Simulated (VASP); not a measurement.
# InP (F-43m) in VASP: notebook

Aim: see how the results for InP move with the level of theory and the settings. Levels: LDA, PBE. Tasks: single point.

Everything below comes from runs of VASP 6.6.1. Logs are shortened: lines on timing, memory, paths and dates and some standing lists are left out, and cuts for length are marked.

### Step 1. The cell of the first run

The structure is cubic, space group F-43m (No. 216). The conventional cell has a = 5.878 Å, b = 5.878 Å, c = 5.878 Å, α = 90.00°, β = 90.00°, γ = 90.00°. In (site symmetry -43m) has 4 P at 2.55 Å within 3.4 Å. P (site symmetry -43m) has 4 In at 2.55 Å within 3.4 Å.

### Step 2. Single point, LDA

INCAR reads:

```
SYSTEM = InP
ALGO = Normal ; EDIFF = 1E-6
ENCUT = 500 ; GGA_COMPAT = .False.
ISIF = 2 ; ISMEAR = -1
LASPH = .True. ; LCHARG = .False.
LREAL = .False. ; LWAVE = .False.
NBANDS = 16 ; NELM = 120
PREC = Accurate ; SIGMA = 0.05
```

KPOINTS reads:

```
k-points
0
Gamma
  7 7 7
  0 0 0
```

POSCAR reads:

```
InP
1.0
    0.0000000000      2.9390050000      2.9390050000
    2.9390050000      0.0000000000      2.9390050000
    2.9390050000      2.9390050000      0.0000000000
In P
1 1
Direct
    0.0000000000      0.0000000000      0.0000000000
    0.2500000000      0.2500000000      0.2500000000
```

Potentials or basis: VASP PAW LDA potentials, release 64 (In_d, P).

Started as:

```console
$ cat potpaw_LDA.64/In_d/POTCAR potpaw_LDA.64/P/POTCAR > POTCAR
$ mpirun -np 1 vasp_std > vasp.out
```

OUTCAR:

```text
SYSTEM = InP
   EDIFF = 1E-6
   ENCUT = 500
   ISIF = 2
   ISMEAR = -1
   LASPH = .True.
   LREAL = .False.
   NELM = 120
   PREC = Accurate

 ion  position               nearest neighbor table
   1  0.000  0.000  0.000-   2 2.55   2 2.55   2 2.55   2 2.55
   2  0.250  0.250  0.250-   1 2.55   1 2.55   1 2.55   1 2.55

  LATTYP: Found a face centered cubic cell.
 ALAT       =     5.8780100000

  Lattice vectors:

 A1 = (   0.0000000000,   2.9390050000,   2.9390050000)
 A2 = (   2.9390050000,   0.0000000000,   2.9390050000)
 A3 = (   2.9390050000,   2.9390050000,   0.0000000000)

Analysis of symmetry for initial positions (statically):
=====================================================================
 Subroutine PRICEL returns:
 Original cell was already a primitive cell.

 Routine SETGRP: Setting up the symmetry group for a
 face centered cubic supercell.

 Subroutine GETGRP returns: Found 24 space group operations
 (whereof 24 operations were pure point group operations)
 out of a pool of 48 trial point group operations.

The static configuration has the point symmetry T_d .

Analysis of symmetry for dynamics (positions and initial velocities):
=====================================================================
 Subroutine PRICEL returns:
 Original cell was already a primitive cell.

 Routine SETGRP: Setting up the symmetry group for a
 face centered cubic supercell.

 Subroutine GETGRP returns: Found 24 space group operations
 (whereof 24 operations were pure point group operations)
 out of a pool of 48 trial point group operations.

The dynamic configuration has the point symmetry T_d .

 Subroutine INISYM returns: Found 24 space group operations
 (whereof 24 operations are pure point group operations),
 and found     1 'primitive' translations

----------------------------------------------------------------------------------------

                                     Primitive cell

  volume of cell :      50.7728

  direct lattice vectors                    reciprocal lattice vectors
     0.000000000  2.939005000  2.939005000    -0.170125604  0.170125604  0.170125604
     2.939005000  0.000000000  2.939005000     0.170125604 -0.170125604  0.170125604
     2.939005000  2.939005000  0.000000000     0.170125604  0.170125604 -0.170125604

  length of vectors
     4.156380731  4.156380731  4.156380731     0.294666189  0.294666189  0.294666189

  position of ions in fractional coordinates (direct lattice)
     0.000000000  0.000000000  0.000000000
     0.250000000  0.250000000  0.250000000

  ion indices of the primitive-cell ions
   primitive index   ion index
                 1           1
                 2           2

----------------------------------------------------------------------------------------

 KPOINTS: k-points

Automatic generation of k-mesh.
 Grid dimensions read from file:
 generate k-points for:    7    7    7

 Generating k-lattice:

  Cartesian coordinates                     Fractional coordinates (reciprocal lattice)
    -0.024303658  0.024303658  0.024303658     0.142857143  0.000000000  0.000000000
     0.024303658 -0.024303658  0.024303658     0.000000000  0.142857143  0.000000000
     0.024303658  0.024303658 -0.024303658     0.000000000  0.000000000  0.142857143

  Length of vectors
     0.042095170  0.042095170  0.042095170

  Shift w.r.t. Gamma in fractional coordinates (k-lattice)
     0.000000000  0.000000000  0.000000000

 Subroutine IBZKPT returns following result:
 ===========================================

 Found     20 irreducible k-points:

 Following reciprocal coordinates:
            Coordinates               Weight
  0.000000  0.000000  0.000000      1.000000
  0.142857  0.000000  0.000000      8.000000
  0.285714  0.000000  0.000000      8.000000
  0.428571  0.000000  0.000000      8.000000
  0.142857  0.142857  0.000000      6.000000
  0.285714  0.142857  0.000000     24.000000
[... 12 lines left out ...]
 -0.428571  0.428571  0.142857     24.000000
 -0.285714  0.428571  0.142857     24.000000
   k-points           NKPTS =     20   k-points in BZ     NKDIM =     20   number of bands    NBANDS=     16
   number of dos      NEDOS =    301   number of ions     NIONS =      2
   total plane-waves  NPLWV =  27000
   dimension x,y,z NGX =    30 NGY =   30 NGZ =   30
   dimension x,y,z NGXF=    60 NGYF=   60 NGZF=   60
   ions per type =               1   1
   NGX,Y,Z   is equivalent  to a cutoff of  12.00, 12.00, 12.00 a.u.
   NGXF,Y,Z  is equivalent  to a cutoff of  24.00, 24.00, 24.00 a.u.
 SYSTEM =  InP
   PREC   = accura    normal or accurate (medium, high low for compatibility)
   ISTART =      0    job   : 0-new  1-cont  2-samecut
   ICHARG =      2    charge: 1-file 2-atom 10-const
   ISPIN  =      1    spin polarized calculation?
   LNONCOLLINEAR =      F non collinear calculations
   LSORBIT =      F    spin-orbit coupling
   LASPH  =      T    aspherical Exc in radial PAW
   ENCUT  =  500.0 eV  36.75 Ry    6.06 a.u.   7.58  7.58  7.58*2*pi/ulx,y,z
   NELM   =    120;   NELMIN=  2; NELMDL= -5     # of ELM steps
   EDIFF  = 0.1E-05   stopping-criterion for ELM
   LREAL  =      F    real-space projection
   EDIFFG = 0.1E-04   stopping-criterion for IOM
   NSW    =      0    number of steps for IOM
   IBRION =     -1    ionic relax: 0-MD 1-quasi-New 2-CG
   NFREE  =      0    steps in history (QN), initial steepest desc. (CG)
   ISIF   =      2    stress and relaxation
   ISYM   =      2    0-nonsym 1-usesym 2-fastsym
   POTIM  = 0.5000    time-step for ionic-motion
   TEBEG  =    0.0;   TEEND  =   0.0 temperature during run
   PSTRESS=    0.0 pullay stress
   NELECT =      18.0000    total number of electrons
   NUPDOWN=      -1.0000    fix difference up-down
   EMIN   =  10.00;   EMAX   =-10.00  energy-range for DOS
   EFERMI =   0.00;   METHOD = LEGACY
   ISMEAR =    -1;   SIGMA  =   0.05  broadening in eV -4-tet -1-fermi 0-gaus
   EFERMI_NEDOS =   21; number of points for ismear=-14 and -15
   IALGO  =     38    algorithm
   IMIX   =      4    mixing-type and parameters
     AMIX     =   0.40;   BMIX     =  1.00
     AMIX_MAG =   1.60;   BMIX_MAG =  1.00
  volume/ion in A,a.u.               =      25.39       171.32
  Fermi-wavevector in a.u.,A,eV,Ry     =   1.158658  2.189547 18.265670  1.342489
  Thomas-Fermi vector in A             =   2.295258
   LORBIT       =      0    0 simple, 1 ext, 2 COOP (PROOUT), +10 PAW based schemes
   GGA     = CA    functional components
   LHFCALC =     F    Hartree Fock is set to
   AEXX    =    0.0000 exact exchange contribution
   IVDW    =     0    specifies the selected vdW correction
   LEPSILON=     F    determine dielectric tensor
   LRPA    =     F    only Hartree local field effects (RPA)
 non-spin polarized calculation
  energy-cutoff  :      500.00
  volume of cell :       50.77
 maximum number of plane-waves:      1308
   NGX = 15   NGY = 15   NGZ = 15

 number of electron      18.0000005 magnetization

 Free energy of the ion-electron system (eV)
  ---------------------------------------------------
  ext. energy  EPLUGINS =         0.00000000
  ---------------------------------------------------
  free energy    TOTEN  =        -9.66184786 eV

  energy without entropy =       -9.66178990  energy(sigma->0) =       -9.66181888

 E-fermi :   5.1758     XC(G=0):  -9.5729

 val. band max:        4.9157174337   @ k =   0.0000   0.0000   0.0000
 cond. band min:       5.3778761190   @ k =   0.0000   0.0000   0.0000
 fundamental gap:      0.4621586853
 Fermi energy:         5.1758407862

 k-point     1 :       0.0000    0.0000    0.0000
  band No.  band energies     occupation
      1      -9.2559      2.00000
      2      -9.2559      2.00000
      3      -9.2559      2.00000
      4      -9.1054      2.00000
      5      -9.1054      2.00000
      6      -6.5705      2.00000
[... 8 lines left out ...]
     15      14.3503      0.00000
     16      14.3503      0.00000

 k-point     2 :       0.1429    0.0000    0.0000
  band No.  band energies     occupation
      1      -9.2792      2.00000
      2      -9.2465      2.00000
      3      -9.2465      2.00000
      4      -9.1052      2.00000
      5      -9.1052      2.00000
      6      -6.3399      2.00000
[... 8 lines left out ...]
     15      13.5733      0.00000
     16      14.0664      0.00000

 k-point     3 :       0.2857    0.0000    0.0000
  band No.  band energies     occupation
      1      -9.3284      2.00000
      2      -9.2288      2.00000
      3      -9.2288      2.00000
      4      -9.1013      2.00000
      5      -9.1013      2.00000
      6      -5.7117      2.00000
[... 8 lines left out ...]
     15      13.5845      0.00000
     16      13.6420      0.00000

 k-point     4 :       0.4286    0.0000    0.0000
  band No.  band energies     occupation
      1      -9.3654      2.00000
      2      -9.2187      2.00000
      3      -9.2187      2.00000
      4      -9.0937      2.00000
      5      -9.0937      2.00000
      6      -4.9869      2.00000
[... 8 lines left out ...]
     15      14.9632      0.00000
     16      14.9632      0.00000
[... 248 lines left out ...]
 k-point    18 :      -0.4286    0.2857    0.1429
  band No.  band energies     occupation
      1      -9.3852      2.00000
      2      -9.2062      2.00000
      3      -9.1834      2.00000
      4      -9.1172      2.00000
      5      -9.0913      2.00000
      6      -4.5642      2.00000
[... 8 lines left out ...]
     15      15.3066      0.00000
     16      16.4815      0.00000

 k-point    19 :      -0.4286    0.4286    0.1429
  band No.  band energies     occupation
      1      -9.4105      2.00000
      2      -9.1834      2.00000
      3      -9.1641      2.00000
      4      -9.1365      2.00000
      5      -9.0815      2.00000
      6      -4.3125      2.00000
[... 8 lines left out ...]
     15      16.0716      0.00000
     16      16.6884      0.00000

 k-point    20 :      -0.2857    0.4286    0.1429
  band No.  band energies     occupation
      1      -9.4002      2.00000
      2      -9.1971      2.00000
      3      -9.1649      2.00000
      4      -9.1257      2.00000
      5      -9.0906      2.00000
      6      -4.1805      2.00000
[... 8 lines left out ...]
     15      15.3606      0.00000
     16      17.2430      0.00000

------------------------ aborting loop because EDIFF is reached ----------------------------------------

  FORCE on cell =-STRESS in cart. coord.  units (eV):
  Direction    XX          YY          ZZ          XY          YZ          ZX
  --------------------------------------------------------------------------------------
  -------------------------------------------------------------------------------------
  Total       -0.5567601     -0.5567601     -0.5567601      0.0000000     -0.0000000      0.0000000
  in kB      -17.5690276    -17.5690276    -17.5690276      0.0000000     -0.0000000      0.0000000
  external PRESSURE =     -17.5690276 kB  Pullay stress =       0.0000000 kB

 VOLUME and BASIS-vectors are now :
 -----------------------------------------------------------------------------
  energy-cutoff  :      500.00
  volume of cell :       50.77
      direct lattice vectors                 reciprocal lattice vectors
     0.000000000  2.939005000  2.939005000    -0.170125604  0.170125604  0.170125604
     2.939005000  0.000000000  2.939005000     0.170125604 -0.170125604  0.170125604
     2.939005000  2.939005000  0.000000000     0.170125604  0.170125604 -0.170125604

 POSITION                                       TOTAL-FORCE (eV/Angst)
 -----------------------------------------------------------------------------------
      0.00000      0.00000      0.00000        -0.000000     -0.000000     -0.000000
      1.46950      1.46950      1.46950         0.000000      0.000000      0.000000
 -----------------------------------------------------------------------------------
    total drift:                                0.000000      0.000000     -0.000000

  FREE ENERGIE OF THE ION-ELECTRON SYSTEM (eV)
  ---------------------------------------------------
  free  energy   TOTEN  =        -9.6618478590 eV

  energy  without entropy=       -9.6617899047  energy(sigma->0) =       -9.66181888
```

Run time: 29 s. Hardware: 1 thread of Intel Xeon 8259CL, shared host; peak memory 0.15 GiB.

Results:

```
Free energy            : -9.6618 eV
Pressure               : -1.8 GPa
Band gap on the k mesh : 0.46 eV, direct
```

Caveat: spin-orbit coupling is left out, which moves the levels of the heavy elements.

### Step 3. Single point, PBE

INCAR reads:

```
SYSTEM = InP
  PREC = Accurate
  ENCUT = 500
  EDIFF = 1E-6
  ISMEAR = -1
  SIGMA = 0.05
  LREAL = .False.
  LASPH = .True.
  NELM = 120
  ALGO = Normal
  ISIF = 2
  LWAVE = .False.
  LCHARG = .False.
  GGA = PE
  NBANDS = 16
  GGA_COMPAT = .False.
```

KPOINTS reads:

```
Automatic mesh
0
Gamma
  7 7 7
  0 0 0
```

POSCAR is that of step 2.

Potentials or basis: VASP PAW PBE potentials, release 64 (In_d, P).

Started as:

```console
$ cat potpaw_PBE.64/In_d/POTCAR potpaw_PBE.64/P/POTCAR > POTCAR
$ mpirun -np 1 vasp_std > vasp.out
```

It took 29 s on 1 thread of Intel Xeon 8259CL, shared host; peak memory 0.17 GiB.

It converged, with:

- Free energy: -8.3862 eV
- Pressure: 2.6 GPa
- Band gap on the k mesh: 0.66 eV, direct

Levels at points of the mesh, in eV from the valence-band top:
| k point | band 6 | band 7 | band 8 | band 9 | band 10 | band 11 | band 12 | band 13 |
| --- | --- | --- | --- | --- | --- | --- | --- | --- |
| (0.00, 0.00, 0.00) | -11.46 | 0.00 | 0.00 | 0.00 | 0.66 | 4.09 | 4.09 | 4.09 |

Caveat: spin-orbit coupling is left out, which moves the levels of the heavy elements.
